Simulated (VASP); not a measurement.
## InP3: single point with PBEsol

Crystal: InP3.

```
In P
1.0
     3.56639    2.05905    3.54173
    -3.56639    2.05905    3.54173
     0.00000   -4.11811    3.54173
In P
2 6
Cartesian
  0.0000 0.0000 2.9036
  0.0000 0.0000 7.7215
  1.9741 -1.1397 6.4835
  0.0000 2.2794 6.4835
  -1.9741 -1.1397 6.4835
  -1.9741 1.1397 4.1416
  1.9741 1.1397 4.1416
  0.0000 -2.2794 4.1416
```

This cell differs from its parent crystal: strain -0.040 along x and y, +0.080 along z.

```
Program                : VASP 6.6.1
Task                   : single point
Functional             : PBEsol
Potentials or basis    : VASP PAW PBE potentials, release 64 (In_d, P)
Cutoff                 : 520 eV
k mesh                 : 6 × 6 × 6
Occupations            : gaussian, width 0.15 eV
Spin                   : no spin polarisation
Dipole correction      : no
Further INCAR settings : ALGO = Normal; EDIFF = 1e-06; NBANDS = 38
```

* Pressure: 2.6 GPa
* Largest force: 0.466 eV/Å
* Band gap on the k mesh: zero (bands 28 and 29 overlap by 0.73 eV)

Forces on the atoms (eV/Å):
```
In   0.000  0.000 -0.069
In   0.000  0.000  0.069
P   -0.238  0.138  0.375
P    0.000 -0.275  0.375
P    0.238  0.138  0.375
P    0.238 -0.138 -0.375
P   -0.238 -0.138 -0.375
P    0.000  0.275 -0.375
```

Stress tensor (GPa, compression positive):
```
 6.41  0.00  0.00
 0.00  6.41  0.00
 0.00  0.00 -5.03
```

Levels at points of the mesh, in eV from the Fermi level:
| k point | band 26 | band 27 | band 28 | band 29 | band 30 | band 31 |
| --- | --- | --- | --- | --- | --- | --- |
| (0.00, 0.00, 0.00) | -2.18 | -1.01 | -1.00 | -0.39 | -0.39 | 1.97 |
| (0.50, 0.00, 0.00) | -1.63 | -1.45 | -1.16 | 0.29 | 2.33 | 2.42 |
| (0.50, 0.50, 0.00) | -1.18 | -0.90 | 0.02 | 1.31 | 1.46 | 1.51 |
| (0.50, 0.50, 0.50) | 0.03 | 0.16 | 0.16 | 0.93 | 0.93 | 1.41 |

Wall time 3.1 min on 1 thread of Intel(R) Xeon(R) Platinum 8488C (Sapphire Rapids) (shared host), peak memory 0.32 GiB.

Caveat: the cell differs from its parent crystal (strain -0.040 along x and y, +0.080 along z); semilocal functionals underestimate gaps, so a narrow gap can read as zero; the PAW data sets were made with another functional, which shifts forces and pressure a little; spin-orbit coupling is left out, which moves the levels of the heavy elements.
